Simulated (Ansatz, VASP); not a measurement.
**Zn2Br3 in VASP and in Ansatz**

Contents of INCAR:

```
PREC = Accurate
ENCUT = 520
EDIFF = 1E-6
ISMEAR = 0
SIGMA = 0.1
LREAL = False
LASPH = True
NELM = 100
ALGO = Normal
ISIF = 2
LWAVE = False
LCHARG = False
GGA = PE
NBANDS = 56
```

Contents of KPOINTS:

```
Automatic mesh
0
Gamma
  2 2 4
```

File POSCAR:

```
Zn2Br3
1.0
    8.1916294344      0.0000000000      0.0000000000
    0.0000000000      8.1916294344      0.0000000000
    0.0000000000      0.0000000000      4.1153212508
Zn Br
4 6
Direct
    0.3800000000      0.8800000000      0.0000000000
    0.1200000000      0.3800000000      0.0000000000
    0.6200000000      0.1200000000      0.0000000000
    0.8800000000      0.6200000000      0.0000000000
    0.0000000000      0.0000000000      0.0000000000
    0.5000000000      0.5000000000      0.0000000000
    0.1800000000      0.6800000000      0.5000000000
    0.3200000000      0.1800000000      0.5000000000
    0.8200000000      0.3200000000      0.5000000000
    0.6800000000      0.8200000000      0.5000000000
```

Input for Ansatz:

```yaml
crystal:
  lattice:
    - [8.1916294344, 0.0, 0.0]
    - [0.0, 8.1916294344, 0.0]
    - [0.0, 0.0, 4.1153212508]
  atoms:
    - { symbol: Zn, position: [0.38, 0.88, 0.0] }
    - { symbol: Zn, position: [0.12, 0.38, 0.0] }
    - { symbol: Zn, position: [0.62, 0.12, 0.0] }
    - { symbol: Zn, position: [0.88, 0.62, 0.0] }
    - { symbol: Br, position: [0.0, 0.0, 0.0] }
    - { symbol: Br, position: [0.5, 0.5, 0.0] }
    - { symbol: Br, position: [0.18, 0.68, 0.5] }
    - { symbol: Br, position: [0.32, 0.18, 0.5] }
    - { symbol: Br, position: [0.82, 0.32, 0.5] }
    - { symbol: Br, position: [0.68, 0.82, 0.5] }
basis:
  ecutwfc: 420
kpoints:
  mp_grid: { grid: [2, 2, 4] }
hamiltonian:
  xc: pbe
scf:
  occupations: { method: gaussian, width: 0.1 }
  lower_state_search: "off"
output:
  forces: true
  stress: true
  eigenvalues: true
```

Alike in both runs: task single point; functional PBE; k mesh 2 × 2 × 4; occupations gaussian, width 0.1 eV; no spin polarisation.

|  | VASP | Ansatz |
| --- | --- | --- |
| version | VASP 6.6.1 | Ansatz 0.2.0 |
| potentials or method | VASP PAW PBE potentials, release 64 (Zn, Br), cutoff 520 eV | scalar-relativistic, plane waves, PAW |
| valence electrons in the cell | 90 | 90 |

```csv
,VASP,Ansatz,Ansatz less VASP
gap on the k mesh at the Fermi level (eV),none,none,-
pressure (GPa),-4.7,-4.7,-0.03
"traceless stress, the component that is largest in VASP (GPa)",2.50,2.50,+0.005
rms of the force components (eV/Å),0.172,0.171,-0.0011
```

Atom by atom the forces differ by 0.001 eV/Å (rms over components). A gap of «none» marks a metal or a gap that the smearing closes. The functional is the same, so the differences come from potentials, cutoffs and numerics.

The k mesh is coarse, so the values compare programs but aren't converged.
